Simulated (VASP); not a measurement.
# Si6N in VASP: single point with PBE

Aim: the single point of Si6N with PBE.

All numbers are computed with VASP 6.6.1; they aren't measurements. Logs are shortened: lines on timing, memory, paths and dates and some standing lists are left out, and cuts for length are marked.

### Step 1. The cell of the first run

The cell holds a slab with vacuum, 7 atoms: a = 3.851 Å, b = 3.851 Å, c = 22.533 Å, α = 90.00°, β = 90.00°, γ = 120.00°.

### Step 2. Single point, PBE, collinear spin, ferromagnetic start

File INCAR:

```
PREC     = Accurate       # precision mode
ENCUT    = 520            # plane-wave cutoff, eV
EDIFF    = 1E-6           # SCF threshold, eV
ISMEAR   = 0              # smearing method
SIGMA    = 0.05           # smearing width, eV
LREAL    = False          # projectors in reciprocal space
LASPH    = True           # aspherical terms in the spheres
NELM     = 150            # most SCF steps
ALGO     = Normal         # electronic algorithm
ISIF     = 2              # what is computed and relaxed
LWAVE    = False          # write WAVECAR
LCHARG   = False          # write CHGCAR
ISPIN    = 2              # spin polarisation
MAGMOM   = 0 0 0 0 0 0 3  # initial moments
LORBIT   = 11             # projections on sites
LDIPOL   = True         
IDIPOL   = 3            
DIPOL    = 0.5 0.5 0.368
GGA      = PE             # functional
NBANDS   = 28             # bands
```

File KPOINTS:

```
regular mesh
0
Gamma
  9 9 1
```

File POSCAR:

```
Si6N
1.0
    3.8512806261      0.0000000000      0.0000000000
   -1.9256403131      3.3353068593      0.0000000000
    0.0000000000      0.0000000000     22.5327139716
Si N
6 1
Direct
    0.6666666667      0.3333333333      0.1775196723
    0.3333333333      0.6666666667      0.2130730340
    0.3333333333      0.6666666667      0.3187592658
    0.6666666667      0.3333333333      0.3526875901
    0.6666666667      0.3333333333      0.4598337302
    0.3333333333      0.6666666667      0.4896309422
    0.3333333333      0.8333333333      0.5616854838
```

Potentials or basis: VASP PAW PBE potentials, release 64 (Si, N).

Started as:

```sh
> cat potpaw_PBE.64/Si/POTCAR potpaw_PBE.64/N/POTCAR > POTCAR
> mpirun -np 1 vasp_std > vasp.out
```

OUTCAR:

```text
PREC = Accurate
   ENCUT = 520
   EDIFF = 1E-6
   ISMEAR = 0
   LREAL = False
   LASPH = True
   NELM = 150
   ISIF = 2
   ISPIN = 2
   LORBIT = 11
   GGA = PE

 ion  position               nearest neighbor table
   1  0.667  0.333  0.178-   2 2.36   2 2.36   2 2.36
   2  0.333  0.667  0.213-   1 2.36   1 2.36   1 2.36   3 2.38
   3  0.333  0.667  0.319-   4 2.35   4 2.35   4 2.35   2 2.38
   4  0.667  0.333  0.353-   3 2.35   3 2.35   3 2.35   5 2.41
   5  0.667  0.333  0.460-   6 2.32   6 2.32   6 2.32   4 2.41
   6  0.333  0.667  0.490-   7 1.75   5 2.32   5 2.32   5 2.32
   7  0.333  0.833  0.562-   6 1.75

  LATTYP: Found a hexagonal cell.
 ALAT       =     3.8512806261
 C/A-ratio  =     5.8507068581

  Lattice vectors:

 A1 = (   3.8512806261,   0.0000000000,   0.0000000000)
 A2 = (  -1.9256403131,   3.3353068593,   0.0000000000)
 A3 = (   0.0000000000,   0.0000000000,  22.5327139716)

Analysis of symmetry for initial positions (statically):
=====================================================================
 Subroutine PRICEL returns:
 Original cell was already a primitive cell.

 Routine SETGRP: Setting up the symmetry group for a
 hexagonal supercell.

 Subroutine GETGRP returns: Found  1 space group operations
 (whereof  1 operations were pure point group operations)
 out of a pool of 24 trial point group operations.

The static configuration has the point symmetry C_1 .

Analysis of symmetry for dynamics (positions and initial velocities):
=====================================================================
 Subroutine PRICEL returns:
 Original cell was already a primitive cell.

 Routine SETGRP: Setting up the symmetry group for a
 hexagonal supercell.

 Subroutine GETGRP returns: Found  1 space group operations
 (whereof  1 operations were pure point group operations)
 out of a pool of 24 trial point group operations.

The dynamic configuration has the point symmetry C_1 .

Analysis of structural, dynamic, and magnetic symmetry:
=====================================================================
 Subroutine PRICEL returns:
 Original cell was already a primitive cell.

 Routine SETGRP: Setting up the symmetry group for a
 hexagonal supercell.

 Subroutine GETGRP returns: Found  1 space group operations
 (whereof  1 operations were pure point group operations)
 out of a pool of 24 trial point group operations.

The overall configuration has the point symmetry C_1 .

 Subroutine INISYM returns: Found  1 space group operations
 (whereof  1 operations are pure point group operations),
 and found     1 'primitive' translations

----------------------------------------------------------------------------------------

                                     Primitive cell

  volume of cell :     289.4373

  direct lattice vectors                    reciprocal lattice vectors
     3.851280626  0.000000000  0.000000000     0.259653891  0.149911244  0.000000000
    -1.925640313  3.335306859  0.000000000     0.000000000  0.299822488  0.000000000
     0.000000000  0.000000000 22.532713972     0.000000000  0.000000000  0.044379918

  length of vectors
     3.851280626  3.851280626 22.532713972     0.299822488  0.299822488  0.044379918

  position of ions in fractional coordinates (direct lattice)
     0.666666667  0.333333333  0.177519672
     0.333333333  0.666666667  0.213073034
     0.333333333  0.666666667  0.318759266
     0.666666667  0.333333333  0.352687590
     0.666666667  0.333333333  0.459833730
     0.333333333  0.666666667  0.489630942
     0.333333333  0.833333333  0.561685484

  ion indices of the primitive-cell ions
   primitive index   ion index
                 1           1
                 2           2
                 3           3
                 4           4
                 5           5
                 6           6
                 7           7

----------------------------------------------------------------------------------------
[... 50 lines left out ...]
 -0.111111  0.444444  0.000000      2.000000
 [... further k-points ...]
   k-points           NKPTS =     41   k-points in BZ     NKDIM =     41   number of bands    NBANDS=     28
   number of dos      NEDOS =    301   number of ions     NIONS =      7
   total plane-waves  NPLWV = 151200
   dimension x,y,z NGX =    30 NGY =   30 NGZ =  168
   dimension x,y,z NGXF=    60 NGYF=   60 NGZF=  336
   ions per type =               6   1
   NGX,Y,Z   is equivalent  to a cutoff of  12.95, 12.95, 12.40 a.u.
   NGXF,Y,Z  is equivalent  to a cutoff of  25.90, 25.90, 24.79 a.u.
 SYSTEM =  unknown system
   PREC   = accura    normal or accurate (medium, high low for compatibility)
   ISTART =      0    job   : 0-new  1-cont  2-samecut
   ICHARG =      2    charge: 1-file 2-atom 10-const
   ISPIN  =      2    spin polarized calculation?
   LNONCOLLINEAR =      F non collinear calculations
   LSORBIT =      F    spin-orbit coupling
   LASPH  =      T    aspherical Exc in radial PAW
   ENCUT  =  520.0 eV  38.22 Ry    6.18 a.u.   7.16  7.16 41.90*2*pi/ulx,y,z
   NELM   =    150;   NELMIN=  2; NELMDL= -5     # of ELM steps
   EDIFF  = 0.1E-05   stopping-criterion for ELM
   LREAL  =      F    real-space projection
[... 7 lines left out ...]
   TEBEG  =    0.0;   TEEND  =   0.0 temperature during run
   PSTRESS=    0.0 pullay stress
   NELECT =      29.0000    total number of electrons
   NUPDOWN=      -1.0000    fix difference up-down
   EMIN   =  10.00;   EMAX   =-10.00  energy-range for DOS
   EFERMI =   0.00;   METHOD = LEGACY
   ISMEAR =     0;   SIGMA  =   0.05  broadening in eV -4-tet -1-fermi 0-gaus
   EFERMI_NEDOS =   21; number of points for ismear=-14 and -15
   IALGO  =     38    algorithm
   IMIX   =      4    mixing-type and parameters
     AMIX     =   0.40;   BMIX     =  1.00
     AMIX_MAG =   1.60;   BMIX_MAG =  1.00
  volume/ion in A,a.u.               =      41.35       279.03
  Fermi-wavevector in a.u.,A,eV,Ry     =   0.760366  1.436883  7.866296  0.578156
  Thomas-Fermi vector in A             =   1.859367
   LORBIT       =     11    0 simple, 1 ext, 2 COOP (PROOUT), +10 PAW based schemes
   GGA     = PE    functional components
   LHFCALC =     F    Hartree Fock is set to
   AEXX    =    0.0000 exact exchange contribution
   IVDW    =     0    specifies the selected vdW correction
   LEPSILON=     F    determine dielectric tensor
   LRPA    =     F    only Hartree local field effects (RPA)
 spin polarized calculation
 Gauss-broadening in eV      SIGMA  =   0.05
  energy-cutoff  :      520.00
  volume of cell :      289.44
 maximum number of plane-waves:      7845
 NGX is ok and might be reduce to    30
   NGX = 15   NGY = 15   NGZ = 83

 dipolmoment           0.000000      0.000000     -0.107729 electrons x Angstroem

 number of electron      29.0000001 magnetization       0.9841286

 dipolmoment           0.000000      0.000000      0.189776 electrons x Angstroem

 Free energy of the ion-electron system (eV)
  ---------------------------------------------------
  ext. energy  EPLUGINS =         0.00000000
  ---------------------------------------------------
  free energy    TOTEN  =       -36.01978408 eV

  energy without entropy =      -36.01916878  energy(sigma->0) =      -36.01947643

 E-fermi :  -0.7615     XC(G=0):  -4.8925

 val. band max:       -0.8642315368   @ k =  -0.1111   0.1111   0.0000
 cond. band min:      -0.7443792144   @ k =  -0.4444   0.4444   0.0000
 fundamental gap:      0.1198523224
 Fermi energy:        -0.7614717132

 spin component 1

 k-point     1 :       0.0000    0.0000    0.0000
  band No.  band energies     occupation
      1     -15.6882      1.00000
      2     -12.4636      1.00000
      3     -11.4639      1.00000
      4     -10.6088      1.00000
      5      -6.4790      1.00000
      6      -4.3516      1.00000
[... 685 lines left out ...]
     25       5.2575      0.00000
     26       5.7513      0.00000

 [... further k-points ...]

 spin component 2

 k-point     1 :       0.0000    0.0000    0.0000
  band No.  band energies     occupation
      1     -14.0785      1.00000
      2     -12.4609      1.00000
      3     -11.4176      1.00000
      4     -10.3256      1.00000
      5      -6.5758      1.00000
      6      -4.2378      1.00000
[... 685 lines left out ...]
     25       5.1688      0.00000
     26       5.5520      0.00000

 [... further k-points ...]

 [bands above 26 left out]

------------------------ aborting loop because EDIFF is reached ----------------------------------------

 vacuum level on the upper side and lower side of the slab       (xc-potential included)         1.305        -1.306

  FORCE on cell =-STRESS in cart. coord.  units (eV):
  Direction    XX          YY          ZZ          XY          YZ          ZX
  --------------------------------------------------------------------------------------
  -------------------------------------------------------------------------------------
  Total        1.3089727      1.3657454      0.8807139      0.0546133     -0.1009589      0.1935417
  in kB        7.2458061      7.5600711      4.8751837      0.3023114     -0.5588571      1.0713481
  external PRESSURE =       6.5603536 kB  Pullay stress =       0.0000000 kB

 VOLUME and BASIS-vectors are now :
 -----------------------------------------------------------------------------
  energy-cutoff  :      520.00
  volume of cell :      289.44
      direct lattice vectors                 reciprocal lattice vectors
     3.851280626  0.000000000  0.000000000     0.259653891  0.149911244  0.000000000
    -1.925640313  3.335306859  0.000000000     0.000000000  0.299822488  0.000000000
     0.000000000  0.000000000 22.532713972     0.000000000  0.000000000  0.044379918

 POSITION                                       TOTAL-FORCE (eV/Angst)
 -----------------------------------------------------------------------------------
      1.92564      1.11177      4.00000        -0.005693     -0.002557      0.446868
     -0.00000      2.22354      4.80111         0.007244     -0.003080     -0.651427
     -0.00000      2.22354      7.18251         0.003010     -0.002158     -0.029874
      1.92564      1.11177      7.94701        -0.034567      0.070559      0.242585
      1.92564      1.11177     10.36130        -0.006744     -0.056264     -0.741983
     -0.00000      2.22354     11.03271        -0.024121     -0.027307      0.661615
     -0.32094      2.77942     12.65630         0.060871      0.020807      0.072217
 -----------------------------------------------------------------------------------
    total drift:                                0.000008     -0.000002     -0.000129

  FREE ENERGIE OF THE ION-ELECTRON SYSTEM (eV)
  ---------------------------------------------------
  free  energy   TOTEN  =       -36.0197840797 eV

  energy  without entropy=      -36.0191687783  energy(sigma->0) =      -36.01947643

 vacuum level on the upper side and lower side of the slab         6.508         3.840

 total charge

# of ion       s       p       d       tot
------------------------------------------
    1        0.792   0.847   0.000   1.639
    2        0.755   0.913   0.000   1.669
    3        0.759   0.922   0.000   1.681
    4        0.756   0.922   0.000   1.678
    5        0.766   0.931   0.000   1.697
    6        0.753   0.973   0.000   1.726
    7        1.341   2.126   0.000   3.466
--------------------------------------------------
tot          5.922   7.634   0.000  13.556

 magnetization (x)

# of ion       s       p       d       tot
------------------------------------------
    1       -0.038  -0.181   0.000  -0.218
    2       -0.002  -0.011   0.000  -0.013
    3       -0.007  -0.030   0.000  -0.037
    4        0.002   0.012   0.000   0.014
    5        0.022   0.059   0.000   0.081
    6       -0.008  -0.023   0.000  -0.031
    7        0.025   1.005   0.000   1.030
--------------------------------------------------
tot         -0.006   0.831   0.000   0.825
```

Run time: 30 min. Hardware: 1 thread of Intel Xeon Platinum 8488C (Sapphire Rapids), shared host; peak memory 0.8 GiB.

What came out:

| Property | Result |
| --- | --- |
| Free energy | -36.0198 eV |
| Largest force | 0.744 eV/Å |
| Band gap on the k mesh | zero (filled and empty bands overlap) |
| Net moment | 0.98 μB per cell |
| Site moments | Si -0.22, -0.01, -0.04, +0.01, +0.08, -0.03; N +1.03 μB |
| Valence electrons inside the program's atomic spheres | Si 1.64, 1.67, 1.68, 1.70, 1.73; N 3.47 |

Forces on the atoms (eV/Å):
```
Si  -0.006 -0.003  0.447
Si   0.007 -0.003 -0.651
Si   0.003 -0.002 -0.030
Si  -0.035  0.071  0.243
Si  -0.007 -0.056 -0.742
Si  -0.024 -0.027  0.662
N    0.061  0.021  0.072
```
